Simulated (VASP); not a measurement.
# PtSe2 (P-3m1) in VASP: further runs

Runs on PtSe2. Level: PBE+D3(BJ). Tasks: relaxation of cell and atoms, relaxation of shape and atoms at fixed volume.

Program: VASP 6.6.1. These are calculated values, not measurements. Logs are shortened: lines on timing, memory, paths and dates and some standing lists are left out, and cuts for length are marked.

## 1. The cell of the first run

It takes space group P-3m1 (No. 164, trigonal). Conventional cell: a = 3.724 Å, b = 3.724 Å, c = 5.062 Å, α = 90.00°, β = 90.00°, γ = 120.00°. Pt (site symmetry -3m) has 6 Se at 2.49 Å within 3.3 Å. Se (site symmetry 3m) has 3 Pt at 2.49 Å and 6 Se at 3.32 Å within 3.4 Å.

## 2. Relaxation of cell and atoms, PBE+D3(BJ)

File INCAR:

```
PREC = Accurate
ENCUT = 600
EDIFF = 1E-7
ISMEAR = 0
SIGMA = 0.1
LREAL = F
LASPH = T
NELM = 60
ALGO = Normal
ISIF = 3
LWAVE = F
LCHARG = F
GGA = PE
IVDW = 12
IBRION = 2
NSW = 100
EDIFFG = -0.05
```

File KPOINTS:

```
regular mesh
0
Gamma
  6 6 4
```

File POSCAR:

```
PtSe2
1.0
    3.7240006046      0.0000000000      0.0000000000
   -1.8620003023      3.2250791273      0.0000000000
    0.0000000000      0.0000000000      5.0620000000
Pt Se
1 2
Direct
    0.0000000000      0.0000000000      0.0000000000
    0.3333333333      0.6666666667      0.2500000000
    0.6666666667      0.3333333333      0.7500000000
```

Potentials or basis: VASP PAW PBE potentials, release 64 (Pt, Se).

The run is started by

```
$ cat potpaw_PBE.64/Pt/POTCAR potpaw_PBE.64/Se/POTCAR > POTCAR
$ mpirun -np 1 vasp_std > vasp.out
```

OUTCAR:

```text
PREC = Accurate
   ENCUT = 600
   EDIFF = 1E-7
   ISMEAR = 0
   LREAL = F
   LASPH = T
   NELM = 60
   ISIF = 3
   GGA = PE
   IVDW = 12
   IBRION = 2
   NSW = 100
   EDIFFG = -0.05
 IVDW          = 12

 ion  position               nearest neighbor table
   1  0.000  0.000  0.000-   2 2.49   3 2.49   3 2.49   2 2.49   3 2.49   2 2.49
   2  0.333  0.667  0.250-   1 2.49   1 2.49   1 2.49
   3  0.667  0.333  0.750-   1 2.49   1 2.49   1 2.49

  LATTYP: Found a hexagonal cell.
 ALAT       =     3.7240006046
 C/A-ratio  =     1.3592908642

  Lattice vectors:

 A1 = (   3.7240006046,   0.0000000000,   0.0000000000)
 A2 = (  -1.8620003023,   3.2250791273,   0.0000000000)
 A3 = (   0.0000000000,   0.0000000000,   5.0620000000)

Analysis of symmetry for initial positions (statically):
=====================================================================
 Subroutine PRICEL returns:
 Original cell was already a primitive cell.

 Routine SETGRP: Setting up the symmetry group for a
 hexagonal supercell.

 Subroutine GETGRP returns: Found 12 space group operations
 (whereof 12 operations were pure point group operations)
 out of a pool of 24 trial point group operations.

The static configuration has the point symmetry D_3d.

Analysis of symmetry for dynamics (positions and initial velocities):
=====================================================================
 Subroutine PRICEL returns:
 Original cell was already a primitive cell.

 Routine SETGRP: Setting up the symmetry group for a
 hexagonal supercell.

 Subroutine GETGRP returns: Found 12 space group operations
 (whereof 12 operations were pure point group operations)
 out of a pool of 24 trial point group operations.

The dynamic configuration has the point symmetry D_3d.

 Subroutine INISYM returns: Found 12 space group operations
 (whereof 12 operations are pure point group operations),
 and found     1 'primitive' translations

----------------------------------------------------------------------------------------

                                     Primitive cell

  volume of cell :      60.7956

  direct lattice vectors                    reciprocal lattice vectors
     3.724000605  0.000000000  0.000000000     0.268528420  0.155034956  0.000000000
    -1.862000302  3.225079127  0.000000000     0.000000000  0.310069912  0.000000000
     0.000000000  0.000000000  5.062000000     0.000000000  0.000000000  0.197550375

  length of vectors
     3.724000605  3.724000605  5.062000000     0.310069912  0.310069912  0.197550375

  position of ions in fractional coordinates (direct lattice)
     0.000000000  0.000000000  0.000000000
     0.333333333  0.666666667  0.250000000
     0.666666667  0.333333333  0.750000000

  ion indices of the primitive-cell ions
   primitive index   ion index
                 1           1
                 2           2
                 3           3

----------------------------------------------------------------------------------------

 KPOINTS: regular mesh

Automatic generation of k-mesh.
 Grid dimensions read from file:
 generate k-points for:    6    6    4

 Generating k-lattice:

  Cartesian coordinates                     Fractional coordinates (reciprocal lattice)
     0.044754737  0.025839159  0.000000000     0.166666667  0.000000000  0.000000000
     0.000000000  0.051678319  0.000000000     0.000000000  0.166666667  0.000000000
     0.000000000  0.000000000  0.049387594     0.000000000  0.000000000  0.250000000

  Length of vectors
     0.051678319  0.051678319  0.049387594

  Shift w.r.t. Gamma in fractional coordinates (k-lattice)
     0.000000000  0.000000000  0.000000000

 Subroutine IBZKPT returns following result:
 ===========================================

 Found     24 irreducible k-points:

 Following reciprocal coordinates:
            Coordinates               Weight
  0.000000  0.000000  0.000000      1.000000
  0.166667  0.000000  0.000000      6.000000
  0.333333  0.000000  0.000000      6.000000
  0.500000  0.000000  0.000000      3.000000
  0.166667  0.166667  0.000000      6.000000
  0.333333  0.166667  0.000000     12.000000
[... 16 lines left out ...]
  0.333333  0.166667  0.500000     12.000000
  0.333333  0.333333  0.500000      2.000000
   k-points           NKPTS =     24   k-points in BZ     NKDIM =     24   number of bands    NBANDS=     15
   number of dos      NEDOS =    301   number of ions     NIONS =      3
   total plane-waves  NPLWV =  36000
   dimension x,y,z NGX =    30 NGY =   30 NGZ =   40
   dimension x,y,z NGXF=    60 NGYF=   60 NGZF=   80
   ions per type =               1   2
   NGX,Y,Z   is equivalent  to a cutoff of  13.39, 13.39, 13.14 a.u.
   NGXF,Y,Z  is equivalent  to a cutoff of  26.79, 26.79, 26.27 a.u.
 SYSTEM =  unknown system
   PREC   = accura    normal or accurate (medium, high low for compatibility)
   ISTART =      0    job   : 0-new  1-cont  2-samecut
   ICHARG =      2    charge: 1-file 2-atom 10-const
   ISPIN  =      1    spin polarized calculation?
   LNONCOLLINEAR =      F non collinear calculations
   LSORBIT =      F    spin-orbit coupling
   LASPH  =      T    aspherical Exc in radial PAW
   ENCUT  =  600.0 eV  44.10 Ry    6.64 a.u.   7.44  7.44 10.11*2*pi/ulx,y,z
   NELM   =     60;   NELMIN=  2; NELMDL= -5     # of ELM steps
   EDIFF  = 0.1E-06   stopping-criterion for ELM
   LREAL  =      F    real-space projection
   EDIFFG = -.5E-01   stopping-criterion for IOM
   NSW    =    100    number of steps for IOM
   IBRION =      2    ionic relax: 0-MD 1-quasi-New 2-CG
   NFREE  =      1    steps in history (QN), initial steepest desc. (CG)
   ISIF   =      3    stress and relaxation
   ISYM   =      2    0-nonsym 1-usesym 2-fastsym
   POTIM  = 0.5000    time-step for ionic-motion
   TEBEG  =    0.0;   TEEND  =   0.0 temperature during run
   PSTRESS=    0.0 pullay stress
   NELECT =      22.0000    total number of electrons
   NUPDOWN=      -1.0000    fix difference up-down
   EMIN   =  10.00;   EMAX   =-10.00  energy-range for DOS
   EFERMI =   0.00;   METHOD = LEGACY
   ISMEAR =     0;   SIGMA  =   0.10  broadening in eV -4-tet -1-fermi 0-gaus
   EFERMI_NEDOS =   21; number of points for ismear=-14 and -15
   IALGO  =     38    algorithm
   IMIX   =      4    mixing-type and parameters
     AMIX     =   0.40;   BMIX     =  1.00
     AMIX_MAG =   1.60;   BMIX_MAG =  1.00
  volume/ion in A,a.u.               =      20.27       136.76
  Fermi-wavevector in a.u.,A,eV,Ry     =   1.166608  2.204570 18.517180  1.360974
  Thomas-Fermi vector in A             =   2.303119
   LORBIT       =      0    0 simple, 1 ext, 2 COOP (PROOUT), +10 PAW based schemes
   GGA     = PE    functional components
   LHFCALC =     F    Hartree Fock is set to
   AEXX    =    0.0000 exact exchange contribution
   IVDW    =    12    specifies the selected vdW correction
   LEPSILON=     F    determine dielectric tensor
   LRPA    =     F    only Hartree local field effects (RPA)
 conjugate gradient relaxation of ions
 non-spin polarized calculation
 Gauss-broadening in eV      SIGMA  =   0.10
  energy-cutoff  :      600.00
  volume of cell :       60.80
 maximum number of plane-waves:      2051
 NGX is ok and might be reduce to    30
   NGX = 15   NGY = 15   NGZ = 21

--------------------------------------- Ionic step        1  -------------------------------------------

 number of electron      22.0000000 magnetization

 Free energy of the ion-electron system (eV)
  ---------------------------------------------------
  ext. energy  EPLUGINS =         0.00000000
  ---------------------------------------------------
  free energy    TOTEN  =       -14.18789549 eV

  energy without entropy =      -14.18239899  energy(sigma->0) =      -14.18514724

------------------------ aborting loop because EDIFF is reached ----------------------------------------

 Edisp (eV)   -1.43094

 E8    (eV) :    -0.6140

  FORCE on cell =-STRESS in cart. coord.  units (eV):
  Direction    XX          YY          ZZ          XY          YZ          ZX
  --------------------------------------------------------------------------------------
  -------------------------------------------------------------------------------------
  Total       1.58160     1.58160     0.82417     0.00000    -0.00000     0.00000
  in kB      41.68076    41.68076    21.71976     0.00000    -0.00000     0.00000
  external pressure =       35.03 kB  Pullay stress =        0.00 kB
[... 100 lines left out ...]
  FREE ENERGIE OF THE ION-ELECTRON SYSTEM (eV)
  ---------------------------------------------------
  free  energy   TOTEN  =       -15.6427859924 eV

  energy  without entropy=      -15.6368533921  energy(sigma->0) =      -15.63981969

[... ionic steps 4 to 10 ...]

--------------------------------------- Ionic step       11  -------------------------------------------

 number of electron      22.0000000 magnetization

------------------------ aborting loop because EDIFF is reached ----------------------------------------

 Edisp (eV)   -1.46329

 E8    (eV) :    -0.6287
[... 71 lines left out ...]
  energy  without entropy=      -15.6635250411  energy(sigma->0) =      -15.66577892

--------------------------------------- Ionic step       13  -------------------------------------------

 number of electron      22.0000001 magnetization

 Free energy of the ion-electron system (eV)
  ---------------------------------------------------
  ext. energy  EPLUGINS =         0.00000000
  ---------------------------------------------------
  free energy    TOTEN  =       -14.19838755 eV

  energy without entropy =      -14.19409181  energy(sigma->0) =      -14.19623968

 E-fermi :   6.7245     XC(G=0): -10.8300

 val. band max:        6.6971295324   @ k =   0.3333   0.3333   0.0000
 cond. band min:       6.8380910802   @ k =   0.1667   0.1667   0.5000
 fundamental gap:      0.1409615478
 Fermi energy:         6.7244838263

 k-point     1 :       0.0000    0.0000    0.0000
  band No.  band energies     occupation
      1      -8.9491      2.00000
      2      -5.8651      2.00000
      3      -0.4106      2.00000
      4       0.5204      2.00000
      5       0.5204      2.00000
      6       2.9510      2.00000
      7       2.9510      2.00000
      8       4.2470      2.00000
      9       5.7259      2.00000
     10       5.7259      2.00000
     11       7.4926      0.00000
     12       7.7910      0.00000
     13       7.7910      0.00000
     14      10.0981      0.00000
     15      10.8458      0.00000
[... 446 lines left out ...]
  FREE ENERGIE OF THE ION-ELECTRON SYSTEM (eV)
  ---------------------------------------------------
  free  energy   TOTEN  =       -15.6698157052 eV

  energy  without entropy=      -15.6655199702  energy(sigma->0) =      -15.66766784

 reached required accuracy - stopping structural energy minimisation
```

It took 2.3 min on 1 thread of AMD EPYC 9R45 (Zen 5), shared host; peak memory 0.2 GiB.

What came out:

| Quantity | Value |
| --- | --- |
| Free energy | -15.6698 eV |
| Relaxed volume | 19.79 Å³/atom |
| Relaxed cell | a = 3.765 Å, b = 3.765 Å, c = 4.834 Å, α = 90.00°, β = 90.00°, γ = 120.00° |
| Space group after relaxing (to 0.1 Å) | P-3m1 (No. 164) |
| Energy gained by relaxing | 17.0 meV/atom |
| Ionic steps | 13 |
| Pressure after relaxing | 0.1 GPa |
| Largest force after relaxing | 0.026 eV/Å |
| Band gap on the k mesh | zero (bands 11 and 12 overlap by 0.80 eV) |
| Dispersion energy per atom | -0.490 eV |

Forces on the atoms (eV/Å):
```
Pt   0.000  0.000  0.000
Se   0.000  0.000 -0.026
Se   0.000  0.000  0.026
```

The path:
```csv
step,energy change (eV),largest force (eV/Å),pressure (GPa),volume (Å³)
1,0.0000,0.6085,3.50,60.80
2,0.0317,0.3860,-5.86,64.77
3,-0.0239,0.1830,-0.58,62.32
4,-0.0240,0.1909,-0.50,62.29
5,-0.0292,0.1690,-0.45,61.92
6,-0.0421,0.0875,-0.19,60.81
7,-0.0434,0.1800,0.82,58.63
8,-0.0480,0.0151,0.24,59.77
9,-0.0481,0.0408,0.33,59.58
10,-0.0484,0.1660,-1.13,59.76
11,-0.0499,0.1062,-0.44,59.68
12,-0.0492,0.0790,0.85,58.94
13,-0.0510,0.0256,0.11,59.36
```

Final structure:
```
CELL_PARAMETERS angstrom
3.76537 0.00000 0.00000
-1.88268 3.26090 0.00000
0.00000 0.00000 4.83411
ATOMIC_POSITIONS crystal
Pt 0.00000 0.00000 0.00000
Se 0.33333 0.66667 0.26611
Se 0.66667 0.33333 0.73389
```

Caveat: spin-orbit coupling is left out, which moves the levels of the heavy elements; the relaxation stopped at a loose force limit of 0.05 eV/Å, so its end isn't a converged minimum.

(Continued in part 2 of 2.)
